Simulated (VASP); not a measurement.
Here is a VASP 6.6.1 calculation.

The input INCAR:

```
  ALGO = Normal
  EDIFF = 1E-6
  ENCUT = 520
  GGA = PS
  ISIF = 2
  ISMEAR = -1
  LASPH = T
  LCHARG = F
  LREAL = F
  LWAVE = F
  NBANDS = 11
  NELM = 60
  PREC = Accurate
  SIGMA = 0.05
```

The input KPOINTS:

```
k-points
0
Gamma
  20 20 20
```

Contents of POSCAR:

```
Pt
1.0
    0.0000000000      1.9591069719      1.9591069719
    1.9591069719      0.0000000000      1.9591069719
    1.9591069719      1.9591069719      0.0000000000
Pt
1
Direct
    0.0000000000      0.0000000000      0.0000000000
```

Potentials or basis: VASP PAW PBE potentials, release 64 (Pt).

The run is started by

```console
$ cat potpaw_PBE.64/Pt/POTCAR > POTCAR
$ mpirun -np 1 vasp_std > vasp.out
```

Task: What does it give for the band gap on the k mesh?

Result: Zero (band 5 reaches 11.65 eV, above the bottom of band 6 at 9.41 eV).

Task: What does it give for the pressure?

Result: -0.4 GPa.

Caveat: the PAW data sets were made with another functional, which shifts forces and pressure a little; spin-orbit coupling is left out, which moves the levels of the heavy elements.
